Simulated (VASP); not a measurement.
# WC (R-3m) in VASP: single point with PBEsol

Aim: the single point of WC with PBEsol.

Everything below comes from runs of VASP 6.6.1. Logs are shortened: lines on timing, memory, paths and dates and some standing lists are left out, and cuts for length are marked.

## (1) The cell of the first run

The typed cell holds 2 atoms: a = 3.073 Å, b = 3.073 Å, c = 3.073 Å, α = 60.00°, β = 59.99°, γ = 59.99°.

## (2) Single point, PBEsol

The input, INCAR:

```
SYSTEM = WC
PREC = Accurate
ENCUT = 520
EDIFF = 1E-6
ISMEAR = 0
SIGMA = 0.15
LREAL = .FALSE.
LASPH = .TRUE.
NELM = 80
ALGO = Normal
ISIF = 2
LWAVE = .FALSE.
LCHARG = .FALSE.
GGA = PS
NBANDS = 16
```

The input, KPOINTS:

```
regular mesh
0
G
  14 14 14
  0 0 0
```

The input, POSCAR:

```
WC
1.0
    0.0004886169      2.1726239203      2.1727076394
    2.1730040741      0.0000628966      2.1732098024
    2.1729676294      2.1730539049      0.0001167866
W C
1 1
Direct
    0.0000027390     -0.0000059022      0.0000022979
    0.4999972610      0.5000059022      0.4999977021
```

Potentials or basis: VASP PAW PBE potentials, release 64 (W_sv, C).

Command:

```
cat potpaw_PBE.64/W_sv/POTCAR potpaw_PBE.64/C/POTCAR > POTCAR
mpirun -np 1 vasp_std > vasp.out
```

OUTCAR:

```text
SYSTEM = WC
   PREC = Accurate
   ENCUT = 520
   EDIFF = 1E-6
   ISMEAR = 0
   LREAL = .FALSE.
   LASPH = .TRUE.
   NELM = 80
   ISIF = 2
   GGA = PS

 ion  position               nearest neighbor table
   1  0.000  1.000  0.000-   2 2.17   2 2.17   2 2.17   2 2.17   2 2.17   2 2.17
   2  0.500  0.500  0.500-   1 2.17   1 2.17   1 2.17   1 2.17   1 2.17   1 2.17

  Warning from LATTYP: Got some problem with cell dimensions!
  Tried to take original basis but could not verify dimensions!
  LATTYP: Found a triclinic cell.
 ALAT       =     5.3214272295
 B/A-ratio  =     0.5774040157
 C/A-ratio  =     0.5775039954
 COS(alpha) =     0.0000427395
 COS(beta)  =     0.2887757949
 COS(gamma) =     0.8659795657

  Lattice vectors:

 A1 = (   2.1719903956,  -2.1721939357,  -4.3452984922)
 A2 = (  -0.0004886169,  -2.1726239203,  -2.1727076394)
 A3 = (  -0.0000364447,   2.1729910083,  -2.1730930158)

Analysis of symmetry for initial positions (statically):
=====================================================================
 Subroutine PRICEL returns:
 Original cell was already a primitive cell.

 Routine SETGRP: Setting up the symmetry group for a
 triclinic supercell.

 Subroutine GETGRP returns: Found  1 space group operations
 (whereof  1 operations were pure point group operations)
 out of a pool of  2 trial point group operations.

The static configuration has the point symmetry C_1 .

Analysis of symmetry for dynamics (positions and initial velocities):
=====================================================================
 Subroutine PRICEL returns:
 Original cell was already a primitive cell.

 Routine SETGRP: Setting up the symmetry group for a
 triclinic supercell.

 Subroutine GETGRP returns: Found  1 space group operations
 (whereof  1 operations were pure point group operations)
 out of a pool of  2 trial point group operations.

The dynamic configuration has the point symmetry C_1 .

 Subroutine INISYM returns: Found  1 space group operations
 (whereof  1 operations are pure point group operations),
 and found     1 'primitive' translations

----------------------------------------------------------------------------------------

                                     Primitive cell

  volume of cell :      20.5163

  direct lattice vectors                    reciprocal lattice vectors
     0.000488617  2.172623920  2.172707639    -0.230182899  0.230161391  0.230154448
     2.173004074  0.000062897  2.173209802     0.230117344 -0.230120572  0.230059954
     2.172967629  2.173053905  0.000116787     0.230130692  0.230072677 -0.230115566

  length of vectors
     3.072613452  3.073237309  3.073101301     0.398659633  0.398543664  0.398555825

  position of ions in fractional coordinates (direct lattice)
     0.000002739  0.999994098  0.000002298
     0.499997261  0.500005902  0.499997702

  ion indices of the primitive-cell ions
   primitive index   ion index
                 1           1
                 2           2

----------------------------------------------------------------------------------------

 KPOINTS: regular mesh

Automatic generation of k-mesh.
 Grid dimensions read from file:
 generate k-points for:   14   14   14

 Generating k-lattice:

  Cartesian coordinates                     Fractional coordinates (reciprocal lattice)
    -0.016441636  0.016440099  0.016439603     0.071428571  0.000000000  0.000000000
     0.016436953 -0.016437184  0.016432854     0.000000000  0.071428571 -0.000000000
     0.016437907  0.016433763 -0.016436826     0.000000000 -0.000000000  0.071428571

  Length of vectors
     0.028475688  0.028467405  0.028468273

  Shift w.r.t. Gamma in fractional coordinates (k-lattice)
     0.000000000  0.000000000  0.000000000

 Subroutine IBZKPT returns following result:
 ===========================================

 Found   1376 irreducible k-points:

 Following reciprocal coordinates:
            Coordinates               Weight
  0.000000  0.000000  0.000000      1.000000
  0.071429  0.000000  0.000000      2.000000
  0.142857  0.000000  0.000000      2.000000
  0.214286  0.000000  0.000000      2.000000
  0.285714  0.000000  0.000000      2.000000
  0.357143  0.000000  0.000000      2.000000
[... 16 lines left out ...]
  0.500000  0.071429  0.000000      2.000000
  0.500000  0.000000 -0.071429      2.000000
 [... further k-points ...]
   k-points           NKPTS =   1376   k-points in BZ     NKDIM =   1376   number of bands    NBANDS=     16
   number of dos      NEDOS =    301   number of ions     NIONS =      2
   total plane-waves  NPLWV =  13824
   dimension x,y,z NGX =    24 NGY =   24 NGZ =   24
   dimension x,y,z NGXF=    48 NGYF=   48 NGZF=   48
   ions per type =               1   1
   NGX,Y,Z   is equivalent  to a cutoff of  12.99, 12.98, 12.98 a.u.
   NGXF,Y,Z  is equivalent  to a cutoff of  25.97, 25.97, 25.97 a.u.
 SYSTEM =  WC
   PREC   = accura    normal or accurate (medium, high low for compatibility)
   ISTART =      0    job   : 0-new  1-cont  2-samecut
   ICHARG =      2    charge: 1-file 2-atom 10-const
   ISPIN  =      1    spin polarized calculation?
   LNONCOLLINEAR =      F non collinear calculations
   LSORBIT =      F    spin-orbit coupling
   LASPH  =      T    aspherical Exc in radial PAW
   ENCUT  =  520.0 eV  38.22 Ry    6.18 a.u.   5.71  5.71  5.71*2*pi/ulx,y,z
   NELM   =     80;   NELMIN=  2; NELMDL= -5     # of ELM steps
   EDIFF  = 0.1E-05   stopping-criterion for ELM
   LREAL  =      F    real-space projection
   EDIFFG = 0.1E-04   stopping-criterion for IOM
   NSW    =      0    number of steps for IOM
   IBRION =     -1    ionic relax: 0-MD 1-quasi-New 2-CG
   NFREE  =      0    steps in history (QN), initial steepest desc. (CG)
   ISIF   =      2    stress and relaxation
   ISYM   =      2    0-nonsym 1-usesym 2-fastsym
   POTIM  = 0.5000    time-step for ionic-motion
   TEBEG  =    0.0;   TEEND  =   0.0 temperature during run
   PSTRESS=    0.0 pullay stress
   NELECT =      18.0000    total number of electrons
   NUPDOWN=      -1.0000    fix difference up-down
   EMIN   =  10.00;   EMAX   =-10.00  energy-range for DOS
   EFERMI =   0.00;   METHOD = LEGACY
   ISMEAR =     0;   SIGMA  =   0.15  broadening in eV -4-tet -1-fermi 0-gaus
   EFERMI_NEDOS =   21; number of points for ismear=-14 and -15
   IALGO  =     38    algorithm
   IMIX   =      4    mixing-type and parameters
     AMIX     =   0.40;   BMIX     =  1.00
     AMIX_MAG =   1.60;   BMIX_MAG =  1.00
  volume/ion in A,a.u.               =      10.26        69.23
  Fermi-wavevector in a.u.,A,eV,Ry     =   1.567230  2.961635 33.418748  2.456209
  Thomas-Fermi vector in A             =   2.669440
   LORBIT       =      0    0 simple, 1 ext, 2 COOP (PROOUT), +10 PAW based schemes
   GGA     = PS    functional components
   LHFCALC =     F    Hartree Fock is set to
   AEXX    =    0.0000 exact exchange contribution
   IVDW    =     0    specifies the selected vdW correction
   LEPSILON=     F    determine dielectric tensor
   LRPA    =     F    only Hartree local field effects (RPA)
 non-spin polarized calculation
 Gauss-broadening in eV      SIGMA  =   0.15
  energy-cutoff  :      520.00
  volume of cell :       20.52
 maximum number of plane-waves:       568
   NGX = 11   NGY = 11   NGZ = 11

 number of electron      18.0000000 magnetization

 Free energy of the ion-electron system (eV)
  ---------------------------------------------------
  ext. energy  EPLUGINS =         0.00000000
  ---------------------------------------------------
  free energy    TOTEN  =       -22.99967967 eV

  energy without entropy =      -22.98672832  energy(sigma->0) =      -22.99320400

 E-fermi :  12.6506     XC(G=0): -13.9943

 val. band max:       12.5997773774   @ k =   0.2143  -0.4286   0.0714
 cond. band min:      12.6562705492   @ k =   0.2143  -0.0714  -0.3571
 fundamental gap:      0.0564931719
 Fermi energy:        12.6505590604

 k-point     1 :       0.0000    0.0000    0.0000
  band No.  band energies     occupation
      1     -62.6884      2.00000
      2     -26.6821      2.00000
      3     -26.6820      2.00000
      4     -26.6816      2.00000
      5      -3.3460      2.00000
      6       9.8030      2.00000
[... 8 lines left out ...]
     15      22.2682      0.00000
     16      36.4083      0.00000

 k-point     2 :       0.0714    0.0000    0.0000
  band No.  band energies     occupation
      1     -62.6864      2.00000
      2     -26.7157      2.00000
      3     -26.6857      2.00000
      4     -26.6857      2.00000
      5      -3.1963      2.00000
      6       9.2878      2.00000
[... 8 lines left out ...]
     15      22.6228      0.00000
     16      34.7409      0.00000

 k-point     3 :       0.1429    0.0000    0.0000
  band No.  band energies     occupation
      1     -62.6805      2.00000
      2     -26.8102      2.00000
      3     -26.6958      2.00000
      4     -26.6957      2.00000
      5      -2.7613      2.00000
      6       8.2023      2.00000
[... 8 lines left out ...]
     15      23.5669      0.00000
     16      32.2655      0.00000

 k-point     4 :       0.2143    0.0000    0.0000
  band No.  band energies     occupation
      1     -62.6719      2.00000
      2     -26.9442      2.00000
      3     -26.7103      2.00000
      4     -26.7102      2.00000
      5      -2.0806      2.00000
      6       6.9565      2.00000
[... 8 lines left out ...]
     15      24.6622      0.00000
     16      30.4998      0.00000
[... 324 lines left out ...]
 k-point    22 :      -0.4286   -0.0000   -0.0714
  band No.  band energies     occupation
      1     -62.6485      2.00000
      2     -27.2729      2.00000
      3     -26.7626      2.00000
      4     -26.7616      2.00000
      5       0.4475      2.00000
      6       3.7247      2.00000
[... 8 lines left out ...]
     15      25.6447      0.00000
     16      25.7490      0.00000

 k-point    23 :       0.5000    0.0714    0.0000
  band No.  band energies     occupation
      1     -62.6452      2.00000
      2     -27.3215      2.00000
      3     -26.7744      2.00000
      4     -26.7622      2.00000
      5       1.2590      2.00000
      6       2.8784      2.00000
[... 8 lines left out ...]
     15      24.8143      0.00000
     16      25.0522      0.00000

 k-point    24 :       0.5000    0.0000   -0.0714
  band No.  band energies     occupation
      1     -62.6452      2.00000
      2     -27.3215      2.00000
      3     -26.7744      2.00000
      4     -26.7622      2.00000
      5       1.2590      2.00000
      6       2.8784      2.00000
[... 8 lines left out ...]
     15      24.8151      0.00000
     16      25.0513      0.00000

 [... further k-points ...]
[... 5 lines left out ...]
  --------------------------------------------------------------------------------------
  -------------------------------------------------------------------------------------
  Total        0.1446343      0.1421604      0.1386657     -0.0024619      0.0019632     -0.0029838
  in kB       11.2949069     11.1017170     10.8288047     -0.1922566      0.1533102     -0.2330155
  external PRESSURE =      11.0751429 kB  Pullay stress =       0.0000000 kB

 VOLUME and BASIS-vectors are now :
 -----------------------------------------------------------------------------
  energy-cutoff  :      520.00
  volume of cell :       20.52
      direct lattice vectors                 reciprocal lattice vectors
     0.000488617  2.172623920  2.172707639    -0.230182899  0.230161391  0.230154448
     2.173004074  0.000062897  2.173209802     0.230117344 -0.230120572  0.230059954
     2.172967629  2.173053905  0.000116787     0.230130692  0.230072677 -0.230115566

 POSITION                                       TOTAL-FORCE (eV/Angst)
 -----------------------------------------------------------------------------------
      2.17300      0.00007      2.17320         0.000117     -0.000164      0.000103
      2.17324      2.17286      2.17302        -0.000117      0.000164     -0.000103
 -----------------------------------------------------------------------------------
    total drift:                               -0.000000      0.000000     -0.000000

  FREE ENERGIE OF THE ION-ELECTRON SYSTEM (eV)
  ---------------------------------------------------
  free  energy   TOTEN  =       -22.9996796742 eV

  energy  without entropy=      -22.9867283160  energy(sigma->0) =      -22.99320400
```

Wall time 1.8 min (1 thread of Intel Xeon 6975P-C (Granite Rapids), shared host); peak memory 0.52 GiB.

Results:

| Item | Value |
| --- | --- |
| Free energy | -22.9997 eV |
| Pressure | 1.1 GPa |
| Band gap on the k mesh | zero (bands 9 and 10 overlap by 3.24 eV) |

Caveat: the PAW data sets were made with another functional, which shifts forces and pressure a little; spin-orbit coupling is left out, which moves the levels of the heavy elements.

The gap in the log of VASP goes by the Fermi energy; the results here count the filled bands.